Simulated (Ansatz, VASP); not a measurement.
**One calculation of Sc, two programs**

Contents of POSCAR:

```
Sc
1.0
    2.9619194207      0.0000000000      0.0000000000
    0.0000000000      2.9619194207      0.0000000000
    0.0000000000      0.0000000000      2.9619194207
Sc
1
Direct
    0.0000000000      0.0000000000      0.0000000000
```

INCAR.step1

```
  PREC = Accurate
  ENCUT = 520
  ISMEAR = -1
  SIGMA = 0.1
  LREAL = F
  LASPH = T
  NELM = 60
  NBANDS = 12
  GGA = PE
  ALGO = Normal
  EDIFF = 1E-4
  LWAVE = T
  LCHARG = F
```

File INCAR.step2:

```
  PREC = Accurate
  ENCUT = 520
  EDIFF = 1E-7
  ISMEAR = -1
  SIGMA = 0.1
  LREAL = F
  LASPH = T
  NELM = 60
  ALGO = Normal
  ISIF = 2
  LWAVE = F
  LCHARG = T
  METAGGA = R2SCAN
  LMIXTAU = T
  LELF = T
  LVHAR = T
  NBANDS = 12
  ISTART = 1
```

Contents of KPOINTS:

```
regular mesh
0
Gamma
  12 12 12
```

Input for Ansatz:

```yaml
crystal:
  lattice:
    - [2.9619194207, 0.0, 0.0]
    - [0.0, 2.9619194207, 0.0]
    - [0.0, 0.0, 2.9619194207]
  atoms:
    - { symbol: Sc, position: [0.0, 0.0, 0.0] }
hamiltonian:
  xc: r2scan
  pseudopotentials:
    kind: paw
    azcp:
      Sc: "pseudopotentials/Sc.paw.azcp"
basis:
  ecutwfc: 500
  fft_grid_basis: typed
kpoints:
  mp_grid: { grid: [12, 12, 12], shift: [0, 0, 0] }
magnetization:
  spin_polarized: false
scf:
  occupations: { method: fermi_dirac, width: 0.1 }
  lower_state_search: "off"
output:
  stress: true
```

Alike in both runs: task single point; functional r2SCAN; k mesh 12 × 12 × 12; occupations fermi-dirac, width 0.1 eV; no spin polarisation.

|  | VASP | Ansatz |
| --- | --- | --- |
| version | VASP 6.6.1 | Ansatz 0.2.0 |
| potentials or method | VASP PAW PBE potentials, release 64 (Sc_sv), cutoff 520 eV | plane waves (500 eV) with PAW, scalar-relativistic |
| valence electrons in the cell | 11 | 11 |

|  | VASP | Ansatz | Ansatz less VASP |
| --- | --- | --- | --- |
| pressure (GPa) | 0.0 | -0.1 | -0.16 |

VASP's potentials were made for PBE, not for r2SCAN. With one functional, cell and mesh, what is left measures potentials, basis and numerics.
